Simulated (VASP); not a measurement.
Here is a VASP 6.6.1 calculation.

INCAR

```
  ALGO = Normal
  EDIFF = 1E-7
  ENCUT = 520
  GGA = CA
  ISIF = 2
  ISMEAR = -1
  LASPH = True
  LCHARG = False
  LREAL = False
  LWAVE = False
  NBANDS = 13
  NELM = 100
  PREC = Accurate
  SIGMA = 0.08
```

Contents of KPOINTS:

```
k-points
0
Gamma
  12 12 12
```

POSCAR

```
ReSb
1.0
    0.0000000000      2.5733846082      2.5733846082
    2.5733846082      0.0000000000      2.5733846082
    2.5733846082      2.5733846082      0.0000000000
Re Sb
1 1
Direct
    0.0000000000      0.0000000000      0.0000000000
    0.5000000000      0.5000000000      0.5000000000
```

Potentials or basis: VASP PAW LDA potentials, release 64 (Re, Sb).

Command:

```bash
$ cat potpaw_LDA.64/Re/POTCAR potpaw_LDA.64/Sb/POTCAR > POTCAR
$ mpirun -np 1 vasp_std > vasp.out
```

(1) What does it give for the band gap on the k mesh?

(2) Estimate the pressure.

Results:

(1) zero (bands 6 and 7 overlap by 0.15 eV).

(2) 29.9 GPa.

Caveat: the cell stands under pressure; spin-orbit coupling is left out, which moves the levels of the heavy elements.
